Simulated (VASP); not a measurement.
# Br: relaxation of cell and atoms with BLYP

Br:

```
Br
1.0
    -1.42349    1.42349    3.57752
     1.42349   -1.42349    3.57752
     1.42349    1.42349   -3.57752
Br
1
Direct
  0.00000 0.00000 0.00000
```

```json
{
 "Program": "VASP 6.6.1",
 "Task": "relaxation of cell and atoms",
 "Functional": "BLYP",
 "Potentials or basis": "VASP PAW PBE potentials, release 64 (Br)",
 "Cutoff": "600 eV",
 "k mesh": "13 × 13 × 13",
 "Occupations": "fermi-dirac, width 0.05 eV",
 "Spin": "no spin polarisation",
 "Dipole correction": "no",
 "Further INCAR settings": "ALGO = Normal; EDIFF = 1e-06; IBRION = 2; EDIFFG = -0.01; NSW = 60; ISIF = 3"
}
```

```json
{
 "Relaxed volume": "48.79 Å³/atom",
 "Relaxed cell": "a = 5.991 Å, b = 5.991 Å, c = 5.991 Å, α = 151.52°, β = 151.52°, γ = 40.71°",
 "Space group after relaxing (to 0.1 Å)": "I4/mmm (No. 139)",
 "Energy gained by relaxing": "91.5 meV/atom",
 "Ionic steps": "17",
 "Pressure after relaxing": "0.0 GPa",
 "Band gap on the k mesh": "zero (an odd number of electrons rules out a gap without spin polarisation)"
}
```

Step by step:
```
step  energy change (eV)  largest force (eV/Å)  pressure (GPa)  volume (Å³)
   1              0.0000                0.0000            4.51        29.00
   2             -0.0421                0.0000           -0.01        32.56
   3             -0.0425                0.0000            0.32        32.19
   4             -0.0519                0.0000            0.25        32.86
   5             -0.0706                0.0000            0.25        34.82
   6             -0.0847                0.0000            0.53        38.65
   7             -0.0857                0.0000            0.65        39.77
   8             -0.0801                0.0000           -1.01        44.31
   9             -0.0883                0.0000           -0.05        41.33
  10             -0.0883                0.0000           -0.04        41.28
  11             -0.0883                0.0000           -0.02        41.25
  12             -0.0887                0.0000           -0.03        41.69
  13             -0.0897                0.0000           -0.02        43.01
  14             -0.0910                0.0000           -0.02        45.63
  15             -0.0906                0.0000           -0.04        50.88
  16             -0.0914                0.0000           -0.01        47.06
  17             -0.0915                0.0000           -0.02        48.79
```

Final structure:
```
Br
1.0
    -1.47356    1.47356    5.61716
     1.47356   -1.47356    5.61716
     1.47356    1.47356   -5.61716
Br
1
Direct
  0.00000 0.00000 0.00000
```

Levels at points of the mesh, in eV from the Fermi level:
```
           k point  band 1  band 2  band 3  band 4  band 5  band 6  band 7
(0.00, 0.00, 0.00)  -15.45   -2.81    0.73    0.73    4.83    9.74    9.94
```

Run time: 9.4 min on 1 thread of Intel(R) Xeon(R) Platinum 8559C (Emerald Rapids), with other jobs on the host, peak memory 0.23 GiB.

Caveat: the volume moved by over 15 % at a fixed basis, so the end points are rough; the PAW data sets were made with another functional, which shifts forces and pressure a little; an odd number of electrons without spin polarisation forces a metal; a magnetic or distorted state may lie lower.
